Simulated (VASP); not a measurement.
# GaP (I-4m2) in VASP: notebook, part 2 of 2

VASP 6.6.1. The steps go on from the part before.

**3. Single point, r2SCAN (strain -0.0200 x Voigt [0, 1, 0, 0, 0, 0])**

File POSCAR:

```
GaP
1.0
    0.0000000000      2.6707450000      2.7252500000
    2.7252500000      0.0000000000      2.7252500000
    2.7252500000      2.6707450000      0.0000000000
Ga P
1 1
Direct
    0.0000000000      0.0000000000      0.0000000000
    0.7500000000      0.7500000000      0.7500000000
```

File INCAR.step1:

```
  PREC = Accurate
  ENCUT = 520
  ISMEAR = 0
  SIGMA = 0.05
  LREAL = False
  LASPH = True
  NELM = 100
  NBANDS = 16
  GGA = PE
  ALGO = Normal
  EDIFF = 1E-4
  LWAVE = True
  LCHARG = False
```

File INCAR.step2:

```
  PREC = Accurate
  ENCUT = 520
  EDIFF = 1E-7
  ISMEAR = 0
  SIGMA = 0.05
  LREAL = False
  LASPH = True
  NELM = 100
  ALGO = Normal
  ISIF = 2
  LWAVE = False
  LCHARG = False
  METAGGA = R2SCAN
  LMIXTAU = True
  NBANDS = 16
  ISTART = 1
```

File KPOINTS:

```
Automatic mesh
0
Gamma
  8 8 8
```

Potentials or basis: VASP PAW PBE potentials, release 64 (Ga_d, P).

Command:

```bash
cat potpaw_PBE.64/Ga_d/POTCAR potpaw_PBE.64/P/POTCAR > POTCAR
cp INCAR.step1 INCAR
mpirun -np 1 vasp_std > vasp.out
cp INCAR.step2 INCAR
mpirun -np 1 vasp_std > vasp.out
```

OUTCAR:

```text
PREC = Accurate
   ENCUT = 520
   EDIFF = 1E-7
   ISMEAR = 0
   LREAL = False
   LASPH = True
   NELM = 100
   ISIF = 2
   METAGGA = R2SCAN
   ISTART = 1

 ion  position               nearest neighbor table
   1  0.000  0.000  0.000-   2 2.34   2 2.34   2 2.34   2 2.34
   2  0.750  0.750  0.750-   1 2.34   1 2.34   1 2.34   1 2.34

  LATTYP: Found a body centered tetragonal cell.
 ALAT       =     3.8540855109
 C/A-ratio  =     1.3859292911

  Lattice vectors:

 A1 = (   0.0000000000,  -2.6707450000,   2.7252500000)
 A2 = (   0.0000000000,  -2.6707450000,  -2.7252500000)
 A3 = (   2.7252500000,   2.6707450000,   0.0000000000)

Analysis of symmetry for initial positions (statically):
=====================================================================
 Subroutine PRICEL returns:
 Original cell was already a primitive cell.

 Routine SETGRP: Setting up the symmetry group for a
 body centered tetragonal supercell.

 Subroutine GETGRP returns: Found  8 space group operations
 (whereof  8 operations were pure point group operations)
 out of a pool of 16 trial point group operations.

The static configuration has the point symmetry D_2d.

Analysis of symmetry for dynamics (positions and initial velocities):
=====================================================================
 Subroutine PRICEL returns:
 Original cell was already a primitive cell.

 Routine SETGRP: Setting up the symmetry group for a
 body centered tetragonal supercell.

 Subroutine GETGRP returns: Found  8 space group operations
 (whereof  8 operations were pure point group operations)
 out of a pool of 16 trial point group operations.

The dynamic configuration has the point symmetry D_2d.

 Subroutine INISYM returns: Found  8 space group operations
 (whereof  8 operations are pure point group operations),
 and found     1 'primitive' translations

----------------------------------------------------------------------------------------

                                     Primitive cell

  volume of cell :      39.6712

  direct lattice vectors                    reciprocal lattice vectors
     0.000000000  2.670745000  2.725250000    -0.183469406  0.187213680  0.183469406
     2.725250000  0.000000000  2.725250000     0.183469406 -0.187213680  0.183469406
     2.725250000  2.670745000  0.000000000     0.183469406  0.187213680 -0.183469406

  length of vectors
     3.815739302  3.854085511  3.815739302     0.319954697  0.319954697  0.319954697

  position of ions in fractional coordinates (direct lattice)
     0.000000000  0.000000000  0.000000000
     0.750000000  0.750000000  0.750000000

  ion indices of the primitive-cell ions
   primitive index   ion index
                 1           1
                 2           2

----------------------------------------------------------------------------------------

 KPOINTS: Automatic mesh

Automatic generation of k-mesh.
 Grid dimensions read from file:
 generate k-points for:    8    8    8

 Generating k-lattice:

  Cartesian coordinates                     Fractional coordinates (reciprocal lattice)
    -0.022933676  0.023401710  0.022933676     0.125000000  0.000000000  0.000000000
     0.022933676 -0.023401710  0.022933676     0.000000000  0.125000000  0.000000000
     0.022933676  0.023401710 -0.022933676     0.000000000  0.000000000  0.125000000

  Length of vectors
     0.039994337  0.039994337  0.039994337

  Shift w.r.t. Gamma in fractional coordinates (k-lattice)
     0.000000000  0.000000000  0.000000000

 Subroutine IBZKPT returns following result:
 ===========================================

 Found     59 irreducible k-points:

 Following reciprocal coordinates:
            Coordinates               Weight
  0.000000  0.000000  0.000000      1.000000
  0.125000  0.000000  0.000000      8.000000
  0.250000  0.000000  0.000000      8.000000
  0.375000  0.000000 -0.000000      8.000000
  0.500000  0.000000  0.000000      4.000000
  0.125000  0.125000  0.000000      4.000000
[... 16 lines left out ...]
  0.250000  0.000000  0.125000      8.000000
  0.375000  0.000000  0.125000      8.000000
 [... further k-points ...]
   k-points           NKPTS =     59   k-points in BZ     NKDIM =     59   number of bands    NBANDS=     16
   number of dos      NEDOS =    301   number of ions     NIONS =      2
   total plane-waves  NPLWV =  23520
   dimension x,y,z NGX =    28 NGY =   30 NGZ =   28
   dimension x,y,z NGXF=    56 NGYF=   60 NGZF=   56
   ions per type =               1   1
   NGX,Y,Z   is equivalent  to a cutoff of  12.20, 12.94, 12.20 a.u.
   NGXF,Y,Z  is equivalent  to a cutoff of  24.40, 25.88, 24.40 a.u.
 SYSTEM =  unknown system
   PREC   = accura    normal or accurate (medium, high low for compatibility)
   ISTART =      1    job   : 0-new  1-cont  2-samecut
   ICHARG =      0    charge: 1-file 2-atom 10-const
   ISPIN  =      1    spin polarized calculation?
   LNONCOLLINEAR =      F non collinear calculations
   LSORBIT =      F    spin-orbit coupling
   LASPH  =      T    aspherical Exc in radial PAW
   ENCUT  =  520.0 eV  38.22 Ry    6.18 a.u.   7.09  7.17  7.09*2*pi/ulx,y,z
   NELM   =    100;   NELMIN=  2; NELMDL=  0     # of ELM steps
   EDIFF  = 0.1E-06   stopping-criterion for ELM
   LREAL  =      F    real-space projection
   EDIFFG = 0.1E-05   stopping-criterion for IOM
   NSW    =      0    number of steps for IOM
   IBRION =     -1    ionic relax: 0-MD 1-quasi-New 2-CG
   NFREE  =      0    steps in history (QN), initial steepest desc. (CG)
   ISIF   =      2    stress and relaxation
   ISYM   =      2    0-nonsym 1-usesym 2-fastsym
   POTIM  = 0.5000    time-step for ionic-motion
   TEBEG  =    0.0;   TEEND  =   0.0 temperature during run
   PSTRESS=    0.0 pullay stress
   NELECT =      18.0000    total number of electrons
   NUPDOWN=      -1.0000    fix difference up-down
   EMIN   =  10.00;   EMAX   =-10.00  energy-range for DOS
   EFERMI =   0.00;   METHOD = LEGACY
   ISMEAR =     0;   SIGMA  =   0.05  broadening in eV -4-tet -1-fermi 0-gaus
   EFERMI_NEDOS =   21; number of points for ismear=-14 and -15
   IALGO  =     38    algorithm
   IMIX   =      4    mixing-type and parameters
     AMIX     =   0.40;   BMIX     =  1.00
     AMIX_MAG =   1.60;   BMIX_MAG =  1.00
  volume/ion in A,a.u.               =      19.84       133.86
  Fermi-wavevector in a.u.,A,eV,Ry     =   1.257981  2.377239 21.531428  1.582515
  Thomas-Fermi vector in A             =   2.391613
   LORBIT       =      0    0 simple, 1 ext, 2 COOP (PROOUT), +10 PAW based schemes
   METAGGA = R2SCAN    functional components
   LHFCALC =     F    Hartree Fock is set to
   AEXX    =    0.0000 exact exchange contribution
   IVDW    =     0    specifies the selected vdW correction
   LEPSILON=     F    determine dielectric tensor
   LRPA    =     F    only Hartree local field effects (RPA)
 non-spin polarized calculation
 Gauss-broadening in eV      SIGMA  =   0.05
  energy-cutoff  :      520.00
  volume of cell :       39.67
 maximum number of plane-waves:      1086
   NGX = 15   NGY = 15   NGZ = 15

 number of electron      17.9999996 magnetization

 Free energy of the ion-electron system (eV)
  ---------------------------------------------------
  ext. energy  EPLUGINS =         0.00000000
  ---------------------------------------------------
  free energy    TOTEN  =       -21.45569779 eV

  energy without entropy =      -21.45569779  energy(sigma->0) =      -21.45569779

 E-fermi :   5.0148     XC(G=0): -10.6484

 val. band max:        4.7510429751   @ k =   0.0000   0.0000   0.0000
 cond. band min:       6.4137336263   @ k =   0.3750   0.0000   0.3750
 fundamental gap:      1.6626906512
 Fermi energy:         5.0147700838

 k-point     1 :       0.0000    0.0000    0.0000
  band No.  band energies     occupation
      1     -10.3544      2.00000
      2     -10.3540      2.00000
      3     -10.3482      2.00000
      4     -10.2336      2.00000
      5     -10.2307      2.00000
      6      -8.5074      2.00000
[... 8 lines left out ...]
     15      14.7816      0.00000
     16      15.1564      0.00000
[... 419 lines left out ...]
 k-point    24 :       0.3750    0.0000    0.1250
  band No.  band energies     occupation
      1     -10.4389      2.00000
      2     -10.3232      2.00000
      3     -10.3207      2.00000
      4     -10.2416      2.00000
      5     -10.2192      2.00000
      6      -6.9131      2.00000
[... 8 lines left out ...]
     15      16.2373      0.00000
     16      16.3147      0.00000

 [... further k-points ...]

------------------------ aborting loop because EDIFF is reached ----------------------------------------

  FORCE on cell =-STRESS in cart. coord.  units (eV):
  Direction    XX          YY          ZZ          XY          YZ          ZX
  --------------------------------------------------------------------------------------
  -------------------------------------------------------------------------------------
  Total        0.3190996      0.7215621      0.3190996      0.0000000      0.0000000      0.0000000
  in kB       12.8872948     29.1413175     12.8872948      0.0000000      0.0000000      0.0000000
  external PRESSURE =      18.3053024 kB  Pullay stress =       0.0000000 kB

 VOLUME and BASIS-vectors are now :
 -----------------------------------------------------------------------------
  energy-cutoff  :      520.00
  volume of cell :       39.67
      direct lattice vectors                 reciprocal lattice vectors
     0.000000000  2.670745000  2.725250000    -0.183469406  0.187213680  0.183469406
     2.725250000  0.000000000  2.725250000     0.183469406 -0.187213680  0.183469406
     2.725250000  2.670745000  0.000000000     0.183469406  0.187213680 -0.183469406

 POSITION                                       TOTAL-FORCE (eV/Angst)
 -----------------------------------------------------------------------------------
      0.00000      0.00000      0.00000         0.000000     -0.000000      0.000000
      4.08788      4.00612      4.08788        -0.000000      0.000000     -0.000000
 -----------------------------------------------------------------------------------
    total drift:                                0.000159      0.000454      0.000158

  FREE ENERGIE OF THE ION-ELECTRON SYSTEM (eV)
  ---------------------------------------------------
  free  energy   TOTEN  =       -21.4556977869 eV

  energy  without entropy=      -21.4556977869  energy(sigma->0) =      -21.45569779
```

OUTCAR.step1:

```text
PREC = Accurate
   ENCUT = 520
   ISMEAR = 0
   LREAL = False
   LASPH = True
[... 678 lines left out ...]
      0.00000      0.00000      0.00000         0.000000      0.000000      0.000000
      4.08788      4.00612      4.08788        -0.000000     -0.000000     -0.000000
 -----------------------------------------------------------------------------------
    total drift:                               -0.000000     -0.000009     -0.000000

  FREE ENERGIE OF THE ION-ELECTRON SYSTEM (eV)
  ---------------------------------------------------
  free  energy   TOTEN  =        -9.0965025707 eV

  energy  without entropy=       -9.0965025707  energy(sigma->0) =       -9.09650257
```

Wall time 3.1 min (1 thread of Intel Xeon 8259CL, shared host); peak memory 0.19 GiB.

What came out:

```
Free energy            : -21.4557 eV
Pressure               : 1.8 GPa
Band gap on the k mesh : 1.66 eV (least direct gap 2.44 eV)
```

Stress tensor (GPa, compression positive):
```
1.29 0.00 0.00
0.00 2.91 0.00
0.00 0.00 1.29
```

Caveat: the cell differs from its parent crystal (strain -0.0200 x Voigt [0, 1, 0, 0, 0, 0]); the PAW data sets were made with another functional, which shifts forces and pressure a little. A k mesh can miss the band edges.

**4. Single point, r2SCAN (strain +0.0100 x Voigt [0, 1, 0, 0, 0, 0])**

File POSCAR:

```
GaP
1.0
    0.0000000000      2.7525025000      2.7252500000
    2.7252500000      0.0000000000      2.7252500000
    2.7252500000      2.7525025000      0.0000000000
Ga P
1 1
Direct
    0.0000000000      0.0000000000      0.0000000000
    0.7500000000      0.7500000000      0.7500000000
```

File INCAR.step1:

```
ALGO = Normal
EDIFF = 1E-4
ENCUT = 520
GGA = PE
ISMEAR = 0
LASPH = True
LCHARG = False
LREAL = False
LWAVE = True
NBANDS = 16
NELM = 80
PREC = Accurate
SIGMA = 0.05
```

File INCAR.step2:

```
ALGO = Normal
EDIFF = 1E-6
ENCUT = 520
ISIF = 2
ISMEAR = 0
ISTART = 1
LASPH = True
LCHARG = True
LELF = True
LMIXTAU = True
LREAL = False
LVHAR = True
LWAVE = False
METAGGA = R2SCAN
NBANDS = 16
NELM = 80
PREC = Accurate
SIGMA = 0.05
```

File KPOINTS:

```
k-points
0
Gamma
  8 8 8
```

Command:

```bash
cat potpaw_PBE.64/Ga_d/POTCAR potpaw_PBE.64/P/POTCAR > POTCAR
cp INCAR.step1 INCAR
mpirun -np 1 vasp_std > vasp.out
cp INCAR.step2 INCAR
mpirun -np 1 vasp_std > vasp.out
```

Run time: 3.9 min. Hardware: 1 thread of Intel Xeon 8259CL, shared host; peak memory 0.19 GiB.

Results (log left out):

```yaml
Free_energy: -21.4613 eV
Pressure: -0.9 GPa
Band_gap_on_the_k_mesh: 1.87 eV (least direct gap 2.24 eV)
```

Stress tensor (GPa, compression positive):
```
-0.60  0.00  0.00
 0.00 -1.42  0.00
 0.00  0.00 -0.60
```

Levels at points of the mesh, in eV from the valence-band top:
```tsv
k point	band 5	band 6	band 7	band 8	band 9	band 10	band 11	band 12	band 13	band 14
(0.00, 0.00, 0.00)	-14.88	-12.96	-0.06	0.00	0.00	2.24	4.17	4.17	4.19	9.39
(0.50, 0.00, 0.00)	-14.87	-10.84	-6.81	-1.22	-1.13	1.98	5.00	5.08	8.79	11.54
(0.50, 0.50, 0.00)	-14.86	-9.90	-6.91	-2.81	-2.80	1.89	2.06	11.24	11.25	11.92
(0.50, 0.00, 0.50)	-14.86	-9.95	-6.97	-2.74	-2.74	1.96	2.16	11.26	11.26	11.83
```

Caveat: the cell differs from its parent crystal (strain +0.0100 x Voigt [0, 1, 0, 0, 0, 0]); the PAW data sets were made with another functional, which shifts forces and pressure a little.

**5. Overview**

| cell | gap on the mesh (eV) | pressure (GPa) |
| --- | --- | --- |
| a = 3.797, b = 3.854 Å, angles 59.5, 61.0, 59.5°, 2 atoms | 1.54 | 2.8 |
| a = 3.816, b = 3.854 Å, angles 59.7, 60.7, 59.7°, 2 atoms | 1.66 | 1.8 |
| a = 3.873, b = 3.854 Å, angles 60.2, 59.7, 60.2°, 2 atoms | 1.87 | -0.9 |

Alike in all rows: task single point; level r2SCAN; potentials or basis VASP PAW PBE potentials, release 64 (Ga_d, P); no spin polarisation; k mesh 8 × 8 × 8; cutoff (eV) 520; smearing gaussian 0.05 eV.

Caveats: the PAW data sets were made with another functional, which shifts forces and pressure a little.

Total energies depend on the potentials used, so only differences within one code and one set of settings carry meaning.
